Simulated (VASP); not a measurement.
A run of VASP 6.6.1:

INCAR

```
  ALGO = Normal
  EDIFF = 1E-7
  ENCUT = 520
  GGA = CA
  ISIF = 2
  ISMEAR = 0
  LASPH = True
  LCHARG = False
  LREAL = False
  LWAVE = False
  NBANDS = 17
  NELM = 80
  PREC = Accurate
  SIGMA = 0.05
```

Contents of KPOINTS:

```
k-points
0
Gamma
  9 9 9
```

POSCAR

```
LiHF2
1.0
    1.4427881604      0.8329941328      4.7084519996
   -1.4427881604      0.8329941328      4.7084519996
    0.0000000000     -1.6659882656      4.7084519996
Li H F
1 1 2
Direct
    0.0000000000      0.0000000000      0.0000000000
    0.5000000000      0.5000000000      0.5000000000
    0.4125119035      0.4125119035      0.4125119035
    0.5874880965      0.5874880965      0.5874880965
```

Potentials or basis: VASP PAW LDA potentials, release 64 (Li_sv, H, F).

Run with:

```sh
$ cat potpaw_LDA.64/Li_sv/POTCAR potpaw_LDA.64/H/POTCAR potpaw_LDA.64/F/POTCAR > POTCAR
$ mpirun -np 1 vasp_std > vasp.out
```

Hardware: 1 thread of Intel(R) Xeon(R) 6975P-C (Granite Rapids), on a shared host.

Problem. Estimate the wall time of this run.

Solution. It took 58 s on 1 thread of Intel(R) Xeon(R) 6975P-C (Granite Rapids), with other jobs on the host, peak memory 0.2 GiB. Counts: scf iterations 13, k points 85.
